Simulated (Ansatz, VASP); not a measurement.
# W: VASP beside Ansatz

The input INCAR:

```
SYSTEM = W
PREC     = Accurate       ! precision mode
ENCUT    = 520            ! plane-wave cutoff, eV
EDIFF    = 1E-6           ! SCF threshold, eV
ISMEAR   = -1             ! smearing method
SIGMA    = 0.08           ! smearing width, eV
LREAL    = .False.        ! projectors in reciprocal space
LASPH    = .True.         ! aspherical terms in the spheres
NELM     = 80             ! most SCF steps
ALGO     = Normal         ! electronic algorithm
ISIF     = 2              ! what is computed and relaxed
LWAVE    = .False.        ! write WAVECAR
LCHARG   = .False.        ! write CHGCAR
LDIPOL   = .True.       
IDIPOL   = 3            
DIPOL    = 0.5 0.5 0.500
GGA      = PE             ! functional
NBANDS   = 28             ! bands
```

The input KPOINTS:

```
regular mesh
0
Gamma
  9 9 1
  0 0 0
```

The input POSCAR:

```
W
1.0
    4.5020337158      0.0000000000      0.0000000000
   -2.2510168579      3.8988755666      0.0000000000
    0.0000000000      0.0000000000     17.8379000000
W
3
Direct
    0.1666666665      0.3333333335      0.4484819523
    0.5000000005      0.9999999995      0.4999999998
    0.8333333335      0.6666666665      0.5515180477
```

Input for Ansatz:

```yaml
crystal:
  lattice:
    - [4.5020337158, 0.0, 0.0]
    - [-2.2510168579, 3.8988755666, 0.0]
    - [0.0, 0.0, 17.8379]
  atoms:
    - { symbol: W, position: [0.1666666665, 0.3333333335, 0.4484819523] }
    - { symbol: W, position: [0.5000000005, 0.9999999995, 0.4999999998] }
    - { symbol: W, position: [0.8333333335, 0.6666666665, 0.5515180477] }
kpoints:
  mp_grid: { grid: [9, 9, 1] }
scf:
  occupations: { method: fermi_dirac, width: 0.08 }
hamiltonian:
  xc: pbe
  pseudopotentials: { kind: paw }
output:
  forces: true
  stress: true
  eigenvalues: true
  populations: true
efield:
  axis: 3
  amplitude: 0
  dipole_correction: true
```

Alike in both runs: task single point; functional PBE; k mesh 9 × 9 × 1; occupations fermi-dirac, width 0.08 eV; no spin polarisation.

|  | VASP | Ansatz |
| --- | --- | --- |
| version | VASP 6.6.1 | Ansatz 0.2.0 |
| potentials or method | VASP PAW PBE potentials, release 64 (W_sv) | PAW with Ansatz's default frozen-core files, scalar-relativistic |
| plane-wave cutoff (eV) | 520 | 420 |
| valence electrons in the cell | 42 | 42 |

|  | VASP | Ansatz | Ansatz less VASP |
| --- | --- | --- | --- |
| rms of the force components (eV/Å) | 1.391 | 1.399 | +0.0073 |

Atom by atom the forces differ by 0.007 eV/Å (rms over components). With one functional, cell and mesh, what is left measures potentials, basis and numerics.

Spin-orbit coupling is off throughout.
